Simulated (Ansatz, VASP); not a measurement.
**Two plane-wave programs on TiNi**

```
Ti Ni
1.0
     2.98807    0.00000    0.00000
     0.00000    2.98807    0.00000
     0.00000    0.00000    2.98807
Ti Ni
1 1
Direct
  0.50000 0.50000 0.50000
  0.00000 0.00000 0.00000
```

Alike in both runs: task relaxation of cell and atoms; functional PBEsol; dispersion D3(BJ); k mesh 8 × 8 × 8; occupations fermi-dirac, width 0.15 eV; collinear spin.

|  | VASP | Ansatz |
| --- | --- | --- |
| version | VASP 6.6.1 | Ansatz 0.2.0 |
| potentials or method | VASP PAW PBE potentials, release 64 (Ti_sv, Ni), cutoff 600 eV | plane waves, PAW |
| valence electrons in the cell | 22 | 30 |

|  | VASP | Ansatz | Ansatz less VASP |
| --- | --- | --- | --- |
| net moment per atom (μB) | 0.00 | 0.00 | 0.000 |
| relaxed volume (Å³/atom) | 12.63 | 12.65 | +0.022 |
| relaxed cell length with the largest relative difference (Å) | 2.934 | 2.936 | +0.0017 |

VASP's potentials were made for PBE, not for PBEsol. VASP's potentials hold 22 valence electrons a cell and Ansatz's 30, so a difference there can come from the potentials and not from the codes. Ansatz's warnings: seeded moment not kept.
